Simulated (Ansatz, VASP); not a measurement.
# SnTe: VASP and Ansatz over several settings

```
Te Sn
1.0
     0.00000    3.63506    3.63506
     3.63506    0.00000    3.63506
     3.63506    3.63506    0.00000
Te Sn
1 1
Direct
  0.25000 0.25000 0.25000
  0.00000 0.00000 0.00000
```

Single points on this cell with VASP 6.6.1 and Ansatz 0.2.0. Each row is one pair of runs. Alike in all rows: spin: off; smearing: fermi-dirac, width 0.05 eV; Ansatz's potentials, cutoff: Ansatz PAW, 420 eV.

| level | k mesh | VASP's potentials, cutoff | gap on the k mesh at the Fermi level (eV), VASP | gap on the k mesh at the Fermi level (eV), Ansatz | least direct gap on the mesh (eV), VASP | least direct gap on the mesh (eV), Ansatz | pressure (GPa), VASP | pressure (GPa), Ansatz |
| --- | --- | --- | --- | --- | --- | --- | --- | --- |
| HSE06 | 4 × 4 × 4 | VASP PAW PBE potentials, release 64 (Te, Sn_d), 520 eV | ? | 0.45 | ? | 1.19 | ? | -1.1 |
| LDA | 7 × 7 × 7 | VASP PAW LDA potentials, release 64 (Te, Sn_d), 520 eV | 0.29 | 0.30 | 0.77 | 0.78 | -2.6 | -2.6 |
| PBEsol | 7 × 7 × 7 | VASP PAW PBE potentials, release 64 (Te, Sn_d), 520 eV | 0.33 | 0.33 | 0.81 | 0.81 | -1.8 | -1.8 |

Task: Fill in what VASP gave in row 1.

Result: gap on the k mesh at the Fermi level (eV): 0.43; least direct gap on the mesh (eV): 1.17; pressure (GPa): -1.2.

VASP's potentials hold 20 valence electrons a cell and Ansatz's 30, so a difference there can come from the potentials and not from the codes.

Neither program's run includes spin-orbit coupling. Noted on Ansatz's runs: odd divisions of the mesh miss points on the zone boundary, where band edges often lie, so the gap on the mesh can be too wide.
